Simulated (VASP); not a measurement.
Wanted: the native input for a VASP 6.6.1 run.

```yaml
Task: single point
Functional: PBE
Potentials_or_basis: VASP PAW PBE potentials, release 64 (Cu, O)
Cutoff: 520 eV
k_mesh: 6 × 6 × 6
Occupations: gaussian, width 0.1 eV
Spin: collinear spin
Starting_moments: "[1.0, 1.0, 1.0, 0.0, 0.0] μB"
Dipole_correction: no
Further_INCAR_settings: ALGO = Normal; EDIFF = 1e-07; NBANDS = 34
```

The structure of Cu3O2 lies in POSCAR:

```
Cu3O2
1.0
    2.6070174000      1.5051622000      2.1052585400
   -2.6070174000      1.5051622000      2.1052585400
    0.0000000000     -3.0103244000      2.1052585400
Cu O
3 2
Direct
    0.0000000000      0.2500000000      0.7500000000
    0.7500000000      0.0000000000      0.2500000000
    0.2500000000      0.7500000000      0.0000000000
    0.2599999900      0.2599999900      0.2599999900
    0.7400000100      0.7400000100      0.7400000100
```

The cell was generated, and may not be a known phase.

These files were run (other wordings do the same):

INCAR

```
PREC = Accurate
ENCUT = 520
EDIFF = 1E-7
ISMEAR = 0
SIGMA = 0.1
LREAL = False
LASPH = True
NELM = 150
ALGO = Normal
ISIF = 2
LWAVE = False
LCHARG = True
ISPIN = 2
MAGMOM = 1 1 1 0 0
LORBIT = 11
LMAXMIX = 4
GGA = PE
LELF = True
LVHAR = True
NBANDS = 34
```

KPOINTS

```
Automatic mesh
0
Gamma
  6 6 6
```

Potentials or basis: VASP PAW PBE potentials, release 64 (Cu, O).

Launch:

```sh
$ cat potpaw_PBE.64/Cu/POTCAR potpaw_PBE.64/O/POTCAR > POTCAR
$ mpirun -np 1 vasp_std > vasp.out
```

It gave:

The pressure is 29.6 GPa. The largest force is 1.690 eV/Å and the band gap on the k mesh is zero (filled and empty bands overlap). The net moment is 1.01 μB per cell and the site moments are Cu +0.23; O +0.15 μB. The valence electrons inside the program's atomic spheres are Cu 10.12; O 4.93.

Caveat: the stress differs along the axes, from 23 to 43 GPa; forces of over 1 eV/Å act on the atoms, so gaps and moduli don't describe the material at rest.

Wall time 110 s on 1 thread of Intel(R) Xeon(R) Platinum 8488C (Sapphire Rapids), on a shared host, peak memory 0.21 GiB.
